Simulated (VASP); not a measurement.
# Cd (P6_3/mmc) in VASP: a series of runs

Cd is run at these levels: PBE; tasks: relaxation of cell and atoms.

Everything below comes from runs of VASP 6.6.1. Logs are shortened: lines on timing, memory, paths and dates and some standing lists are left out, and cuts for length are marked.

### 1 The cell of the first run

It takes space group P6_3/mmc (No. 194, hexagonal). The conventional cell has a = 2.804 Å, b = 2.804 Å, c = 4.553 Å, α = 90.00°, β = 90.00°, γ = 120.00°. Cd (site symmetry -6m2) has 12 Cd at 2.79 to 2.80 Å within 3.7 Å.

### 2 Relaxation of cell and atoms, PBE, target pressure 48 GPa, at which the enthalpy is minimised

INCAR

```
SYSTEM = Cd
PREC = Accurate
ENCUT = 600
EDIFF = 1E-7
ISMEAR = -1
SIGMA = 0.1
LREAL = .FALSE.
LASPH = .TRUE.
NELM = 80
ALGO = Normal
ISIF = 3
LWAVE = .FALSE.
LCHARG = .FALSE.
GGA = PE
IBRION = 2
NSW = 32
EDIFFG = -0.005
PSTRESS = 480.0
```

KPOINTS

```
Automatic mesh
0
G
  16 16 9
  0 0 0
```

POSCAR

```
Cd
1.0
    2.8044309095      0.0000000000      0.0000000000
   -1.4022154548      2.4287084108      0.0000000000
    0.0000000000      0.0000000000      4.5533584457
Cd
2
Direct
    0.3333333333      0.6666666667      0.2500000000
    0.6666666667      0.3333333333      0.7500000000
```

Potentials or basis: VASP PAW PBE potentials, release 64 (Cd).

The run is started by

```sh
cat potpaw_PBE.64/Cd/POTCAR > POTCAR
mpirun -np 1 vasp_std > vasp.out
```

OUTCAR:

```text
SYSTEM = Cd
   PREC = Accurate
   ENCUT = 600
   EDIFF = 1E-7
   ISMEAR = -1
   LREAL = .FALSE.
   LASPH = .TRUE.
   NELM = 80
   ISIF = 3
   GGA = PE
   IBRION = 2
   NSW = 32
   EDIFFG = -0.005
   PSTRESS = 480.0

 ion  position               nearest neighbor table
   1  0.333  0.667  0.250-   2 2.79   2 2.79   2 2.79   2 2.79   2 2.79   2 2.79
   2  0.667  0.333  0.750-   1 2.79   1 2.79   1 2.79   1 2.79   1 2.79   1 2.79

  LATTYP: Found a hexagonal cell.
 ALAT       =     2.8044309095
 C/A-ratio  =     1.6236301027

  Lattice vectors:

 A1 = (   2.8044309095,   0.0000000000,   0.0000000000)
 A2 = (  -1.4022154548,   2.4287084108,   0.0000000000)
 A3 = (   0.0000000000,   0.0000000000,   4.5533584457)

Analysis of symmetry for initial positions (statically):
=====================================================================
 Subroutine PRICEL returns:
 Original cell was already a primitive cell.

 Routine SETGRP: Setting up the symmetry group for a
 hexagonal supercell.

 Subroutine GETGRP returns: Found 24 space group operations
 (whereof 12 operations were pure point group operations)
 out of a pool of 24 trial point group operations.

The static configuration has the point symmetry D_3d.
 The point group associated with its full space group is D_6h.

Analysis of symmetry for dynamics (positions and initial velocities):
=====================================================================
 Subroutine PRICEL returns:
 Original cell was already a primitive cell.

 Routine SETGRP: Setting up the symmetry group for a
 hexagonal supercell.

 Subroutine GETGRP returns: Found 24 space group operations
 (whereof 12 operations were pure point group operations)
 out of a pool of 24 trial point group operations.

The dynamic configuration has the point symmetry D_3d.
 The point group associated with its full space group is D_6h.

 Subroutine INISYM returns: Found 24 space group operations
 (whereof 12 operations are pure point group operations),
 and found     1 'primitive' translations

----------------------------------------------------------------------------------------

                                     Primitive cell

  volume of cell :      31.0136

  direct lattice vectors                    reciprocal lattice vectors
     2.804430910  0.000000000  0.000000000     0.356578583  0.205870741  0.000000000
    -1.402215455  2.428708411  0.000000000     0.000000000  0.411741482  0.000000000
     0.000000000  0.000000000  4.553358446     0.000000000  0.000000000  0.219618115

  length of vectors
     2.804430910  2.804430910  4.553358446     0.411741482  0.411741482  0.219618115

  position of ions in fractional coordinates (direct lattice)
     0.333333333  0.666666667  0.250000000
     0.666666667  0.333333333  0.750000000

  ion indices of the primitive-cell ions
   primitive index   ion index
                 1           1
                 2           2

----------------------------------------------------------------------------------------

 KPOINTS: Automatic mesh

Automatic generation of k-mesh.
 Grid dimensions read from file:
 generate k-points for:   16   16    9

 Generating k-lattice:

  Cartesian coordinates                     Fractional coordinates (reciprocal lattice)
     0.022286161  0.012866921  0.000000000     0.062500000  0.000000000  0.000000000
     0.000000000  0.025733843  0.000000000     0.000000000  0.062500000  0.000000000
     0.000000000  0.000000000  0.024402013     0.000000000  0.000000000  0.111111111

  Length of vectors
     0.025733843  0.025733843  0.024402013

  Shift w.r.t. Gamma in fractional coordinates (k-lattice)
     0.000000000  0.000000000  0.000000000

 Subroutine IBZKPT returns following result:
 ===========================================

 Found    150 irreducible k-points:

 Following reciprocal coordinates:
            Coordinates               Weight
  0.000000  0.000000  0.000000      1.000000
  0.062500  0.000000  0.000000      6.000000
  0.125000  0.000000  0.000000      6.000000
  0.187500  0.000000  0.000000      6.000000
  0.250000  0.000000  0.000000      6.000000
  0.312500  0.000000  0.000000      6.000000
[... 16 lines left out ...]
  0.187500  0.187500  0.000000      6.000000
  0.250000  0.187500  0.000000     12.000000
 [... further k-points ...]
   k-points           NKPTS =    150   k-points in BZ     NKDIM =    150   number of bands    NBANDS=     16
   number of dos      NEDOS =    301   number of ions     NIONS =      2
   total plane-waves  NPLWV =  20736
   dimension x,y,z NGX =    24 NGY =   24 NGZ =   36
   dimension x,y,z NGXF=    48 NGYF=   48 NGZF=   72
   ions per type =               2
   NGX,Y,Z   is equivalent  to a cutoff of  14.23, 14.23, 13.14 a.u.
   NGXF,Y,Z  is equivalent  to a cutoff of  28.45, 28.45, 26.29 a.u.
 SYSTEM =  Cd
   PREC   = accura    normal or accurate (medium, high low for compatibility)
   ISTART =      0    job   : 0-new  1-cont  2-samecut
   ICHARG =      2    charge: 1-file 2-atom 10-const
   ISPIN  =      1    spin polarized calculation?
   LNONCOLLINEAR =      F non collinear calculations
   LSORBIT =      F    spin-orbit coupling
   LASPH  =      T    aspherical Exc in radial PAW
   ENCUT  =  600.0 eV  44.10 Ry    6.64 a.u.   5.60  5.60  9.09*2*pi/ulx,y,z
   NELM   =     80;   NELMIN=  2; NELMDL= -5     # of ELM steps
   EDIFF  = 0.1E-06   stopping-criterion for ELM
   LREAL  =      F    real-space projection
   EDIFFG = -.5E-02   stopping-criterion for IOM
   NSW    =     32    number of steps for IOM
   IBRION =      2    ionic relax: 0-MD 1-quasi-New 2-CG
   NFREE  =      1    steps in history (QN), initial steepest desc. (CG)
   ISIF   =      3    stress and relaxation
   ISYM   =      2    0-nonsym 1-usesym 2-fastsym
   POTIM  = 0.5000    time-step for ionic-motion
   TEBEG  =    0.0;   TEEND  =   0.0 temperature during run
   PSTRESS=  480.0 pullay stress
   NELECT =      24.0000    total number of electrons
   NUPDOWN=      -1.0000    fix difference up-down
   EMIN   =  10.00;   EMAX   =-10.00  energy-range for DOS
   EFERMI =   0.00;   METHOD = LEGACY
   ISMEAR =    -1;   SIGMA  =   0.10  broadening in eV -4-tet -1-fermi 0-gaus
   EFERMI_NEDOS =   21; number of points for ismear=-14 and -15
   IALGO  =     38    algorithm
   IMIX   =      4    mixing-type and parameters
     AMIX     =   0.40;   BMIX     =  1.00
     AMIX_MAG =   1.60;   BMIX_MAG =  1.00
  volume/ion in A,a.u.               =      15.51       104.64
  Fermi-wavevector in a.u.,A,eV,Ry     =   1.503008  2.840273 30.736006  2.259033
  Thomas-Fermi vector in A             =   2.614174
   LORBIT       =      0    0 simple, 1 ext, 2 COOP (PROOUT), +10 PAW based schemes
   GGA     = PE    functional components
   LHFCALC =     F    Hartree Fock is set to
   AEXX    =    0.0000 exact exchange contribution
   IVDW    =     0    specifies the selected vdW correction
   LEPSILON=     F    determine dielectric tensor
   LRPA    =     F    only Hartree local field effects (RPA)
 conjugate gradient relaxation of ions
 non-spin polarized calculation
  energy-cutoff  :      600.00
  volume of cell :       31.01
 maximum number of plane-waves:      1056
 NGX is ok and might be reduce to    24
   NGX = 11   NGY = 11   NGZ = 19

--------------------------------------- Ionic step        1  -------------------------------------------

 number of electron      24.0000004 magnetization

 Free energy of the ion-electron system (eV)
  ---------------------------------------------------
  ext. energy  EPLUGINS =         0.00000000
  ---------------------------------------------------
  free energy    TOTEN  =        -0.01176580 eV

  energy without entropy =       -0.00061268  energy(sigma->0) =       -0.00618924

------------------------ aborting loop because EDIFF is reached ----------------------------------------

  FORCE on cell =-STRESS in cart. coord.  units (eV):
  Direction    XX          YY          ZZ          XY          YZ          ZX
  --------------------------------------------------------------------------------------
  -------------------------------------------------------------------------------------
  Total        9.5688226      9.5688226      9.5640128     -0.0000000      0.0000000      0.0000000
  in kB      494.3301779    494.3301779    494.0817032     -0.0000000      0.0000000      0.0000000
  external PRESSURE =      14.2473530 kB  Pullay stress =     480.0000000 kB

 VOLUME and BASIS-vectors are now :
 -----------------------------------------------------------------------------
  energy-cutoff  :      600.00
  volume of cell :       31.01
      direct lattice vectors                 reciprocal lattice vectors
     2.804430910  0.000000000  0.000000000     0.356578583  0.205870741  0.000000000
    -1.402215455  2.428708411  0.000000000     0.000000000  0.411741482  0.000000000
     0.000000000  0.000000000  4.553358446     0.000000000  0.000000000  0.219618115
[... 46 lines left out ...]
  FREE ENERGIE OF THE ION-ELECTRON SYSTEM (eV)
  ---------------------------------------------------
  free  energy   TOTEN  =        -0.1936325994 eV

  energy  without entropy=       -0.1814003181  energy(sigma->0) =       -0.18751646

  enthalpy is  TOTEN    =         9.2844651445 eV   P V=        9.4780977440

--------------------------------------- Ionic step        3  -------------------------------------------

 number of electron      24.0000001 magnetization

 Free energy of the ion-electron system (eV)
  ---------------------------------------------------
  ext. energy  EPLUGINS =         0.00000000
  ---------------------------------------------------
  free energy    TOTEN  =        -0.06167551 eV

  energy without entropy =       -0.05024374  energy(sigma->0) =       -0.05595963

 E-fermi :   6.3291     XC(G=0): -12.8941

 val. band max:        6.3256693948   @ k =   0.0000   0.0000   0.1111
 cond. band min:       6.3425187962   @ k =   0.3125   0.3125   0.2222
 fundamental gap:      0.0168494013
 Fermi energy:         6.3290874501

 k-point     1 :       0.0000    0.0000    0.0000
  band No.  band energies     occupation
      1      -5.9123      2.00000
      2      -5.7974      2.00000
      3      -4.6043      2.00000
      4      -4.5263      2.00000
      5      -4.5263      2.00000
      6      -4.3209      2.00000
[... 8 lines left out ...]
     15      21.6952      0.00000
     16      21.6952      0.00000
[... 419 lines left out ...]
 k-point    24 :       0.2500    0.1875    0.0000
  band No.  band energies     occupation
      1      -5.3213      2.00000
      2      -5.3054      2.00000
      3      -5.1155      2.00000
      4      -4.6481      2.00000
      5      -4.2885      2.00000
      6      -4.1345      2.00000
[... 8 lines left out ...]
     15      10.3184      0.00000
     16      16.4834      0.00000

 [... further k-points ...]
[... 5 lines left out ...]
  --------------------------------------------------------------------------------------
  -------------------------------------------------------------------------------------
  Total        9.3374622      9.3374622      9.3454647     -0.0000000      0.0000000      0.0000000
  in kB      479.8375738    479.8375738    480.2488118     -0.0000000      0.0000000      0.0000000
  external PRESSURE =      -0.0253469 kB  Pullay stress =     480.0000000 kB

 VOLUME and BASIS-vectors are now :
 -----------------------------------------------------------------------------
  energy-cutoff  :      600.00
  volume of cell :       31.18
      direct lattice vectors                 reciprocal lattice vectors
     2.809400095 -0.000000000  0.000000000     0.355947877  0.205506603 -0.000000000
    -1.404700048  2.433011852  0.000000000     0.000000000  0.411013205 -0.000000000
     0.000000000  0.000000000  4.561286670    -0.000000000 -0.000000000  0.219236385

 POSITION                                       TOTAL-FORCE (eV/Angst)
 -----------------------------------------------------------------------------------
     -0.00000      1.62201      1.14032         0.000000      0.000000      0.000000
      1.40470      0.81100      3.42097        -0.000000     -0.000000      0.000000
 -----------------------------------------------------------------------------------
    total drift:                                0.000000     -0.000000      0.000000

  FREE ENERGIE OF THE ION-ELECTRON SYSTEM (eV)
  ---------------------------------------------------
  free  energy   TOTEN  =        -0.0616755110 eV

  energy  without entropy=       -0.0502437395  energy(sigma->0) =       -0.05595963

  enthalpy is  TOTEN    =         9.2789474113 eV   P V=        9.3406229222

 reached required accuracy - stopping structural energy minimisation
```

Run time: 3.9 min. Hardware: 1 thread of Oxide Virtual Turin-like, shared host; peak memory 0.18 GiB.

Results:

| Quantity | Value |
| --- | --- |
| Free energy | -0.0617 eV |
| Relaxed volume | 15.59 Å³/atom |
| Relaxed cell | a = 2.809 Å, b = 2.809 Å, c = 4.561 Å, α = 90.00°, β = 90.00°, γ = 120.00° |
| Space group after relaxing (to 0.1 Å) | P6_3/mmc (No. 194) |
| Energy change on relaxing (the run minimises the enthalpy) | -25.0 meV/atom |
| Ionic steps | 3 |
| Pressure after relaxing | 48.0 GPa |
| Band gap on the k mesh | zero (bands 12 and 13 overlap by 2.32 eV) |

The path:
```csv
step,energy change (eV),largest force (eV/Å),pressure (GPa),volume (Å³)
1,0.0000,0.0000,49.42,31.01
2,-0.1819,0.0000,44.21,31.64
3,-0.0499,0.0000,48.00,31.18
```

Final structure:
```
Cd
1.0
     2.80940    0.00000    0.00000
    -1.40470    2.43301    0.00000
     0.00000    0.00000    4.56129
Cd
2
Direct
  0.33333 0.66667 0.25000
  0.66667 0.33333 0.75000
```

Caveat: the cell is relaxed towards a set pressure, so the run minimises the enthalpy, not the energy.

### 3 Relaxation of cell and atoms, PBE, target pressure 48 GPa, at which the enthalpy is minimised

This run uses another cell than the first one, of 15.62 Å³/atom.

INCAR

```
SYSTEM = Cd
PREC = Accurate
ENCUT = 600
EDIFF = 1E-7
ISMEAR = -1
SIGMA = 0.1
LREAL = .False.
LASPH = .True.
NELM = 80
ALGO = Normal
ISIF = 3
LWAVE = .False.
LCHARG = .False.
GGA = PE
IBRION = 2
NSW = 60
EDIFFG = -0.005
PSTRESS = 480.0
```

KPOINTS

```
regular mesh
0
Gamma
  16 16 9
  0 0 0
```

POSCAR

```
Cd
1.0
    2.8133852915      0.0000000000      0.0000000000
   -1.4066926458      2.4364631331      0.0000000000
    0.0000000000      0.0000000000      4.5576841723
Cd
2
Direct
    0.3333333333      0.6666666667      0.2500000000
    0.6666666667      0.3333333333      0.7500000000
```

Potentials or basis: VASP PAW PBE potentials, release 64 (Cd).

The run is started by

```sh
cat potpaw_PBE.64/Cd/POTCAR > POTCAR
mpirun -np 1 vasp_std > vasp.out
```

Wall time 4.1 min (1 thread of Oxide Virtual Turin-like, shared host); peak memory 0.18 GiB.

Results (log left out):

- Free energy: -0.0619 eV
- Relaxed volume: 15.59 Å³/atom
- Relaxed cell: a = 2.809 Å, b = 2.809 Å, c = 4.562 Å, α = 90.00°, β = 90.00°, γ = 120.00°
- Space group after relaxing (to 0.1 Å): P6_3/mmc (No. 194)
- Energy change on relaxing (the run minimises the enthalpy): +9.5 meV/atom
- Ionic steps: 6
- Pressure after relaxing: 48.0 GPa
- Band gap on the k mesh: zero (bands 12 and 13 overlap by 2.32 eV)

The path:
| step | energy change (eV) | largest force (eV/Å) | pressure (GPa) | volume (Å³) |
| --- | --- | --- | --- | --- |
| 1 | 0.0000 | 0.0000 | 47.44 | 31.24 |
| 2 | 0.0751 | 0.0000 | 49.59 | 30.99 |
| 3 | 0.0205 | 0.0000 | 48.03 | 31.17 |
| 4 | 0.0201 | 0.0000 | 48.01 | 31.17 |
| 5 | 0.0197 | 0.0000 | 48.00 | 31.18 |
| 6 | 0.0190 | 0.0000 | 47.98 | 31.18 |

Final structure:
```cif
data_structure
_symmetry_space_group_name_H-M 'P 1'
_symmetry_Int_Tables_number 1
_cell_length_a 2.8091
_cell_length_b 2.8091
_cell_length_c 4.5622
_cell_angle_alpha 90.000
_cell_angle_beta 90.000
_cell_angle_gamma 120.000
_cell_volume 31.18
loop_
_atom_site_label
_atom_site_type_symbol
_atom_site_fract_x
_atom_site_fract_y
_atom_site_fract_z
_atom_site_occupancy
Cd1 Cd 0.33333 0.66667 0.25000 1
Cd2 Cd 0.66667 0.33333 0.75000 1
```

Levels at points of the mesh, in eV from the Fermi level:
| k point | band 8 | band 9 | band 10 | band 11 | band 12 | band 13 | band 14 | band 15 | band 16 |
| --- | --- | --- | --- | --- | --- | --- | --- | --- | --- |
| (0.00, 0.00, 0.00) | -10.37 | -10.37 | -9.43 | -9.43 | -4.37 | -0.97 | 13.72 | 15.37 | 15.37 |
| (0.50, 0.00, 0.00) | -9.33 | -9.26 | -9.20 | -4.36 | -3.14 | 3.21 | 3.29 | 5.66 | 6.47 |

Caveat: the cell is relaxed towards a set pressure, so the run minimises the enthalpy, not the energy.

The gap in the log of VASP goes by the Fermi energy; the results here count the filled bands.